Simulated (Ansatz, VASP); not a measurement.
# One calculation of CoSi2, two programs

```
Co Si
1.0
     2.65625   -2.65625    0.00000
     2.65625    0.00000   -2.65625
     8.77661    8.77661    8.77661
Co Si
3 6
Cartesian
  7.7475 2.4350 5.0912
  5.0912 2.4350 2.4350
  5.0912 -0.2213 -0.2213
  6.4194 1.1069 1.1069
  3.7631 -1.5494 1.1069
  6.4194 3.7631 3.7631
  3.7631 -1.5494 -1.5494
  9.0756 1.1069 1.1069
  3.7631 1.1069 1.1069
```

Alike in both runs: task single point; functional PBEsol; k mesh 14 × 14 × 5; occupations gaussian, width 0.15 eV; no spin polarisation.

```csv
,VASP,Ansatz
version,VASP 6.6.1,Ansatz 0.2.0
potentials or method,"VASP PAW PBE potentials, release 64 (Co, Si), cutoff 520 eV","scalar-relativistic, plane waves, PAW"
valence electrons in the cell,51,75
```

|  | VASP | Ansatz | Ansatz less VASP |
| --- | --- | --- | --- |
| gap on the k mesh at the Fermi level (eV) | none | none | - |
| rms of the force components (eV/Å) | 0.269 | 0.276 | +0.0069 |

VASP's potentials were made for PBE, not for PBEsol. Atom by atom the forces differ by 0.009 eV/Å (rms over components). A gap of «none» marks a metal or a gap that the smearing closes. VASP's potentials hold 51 valence electrons a cell and Ansatz's 75, so a difference there can come from the potentials and not from the codes.
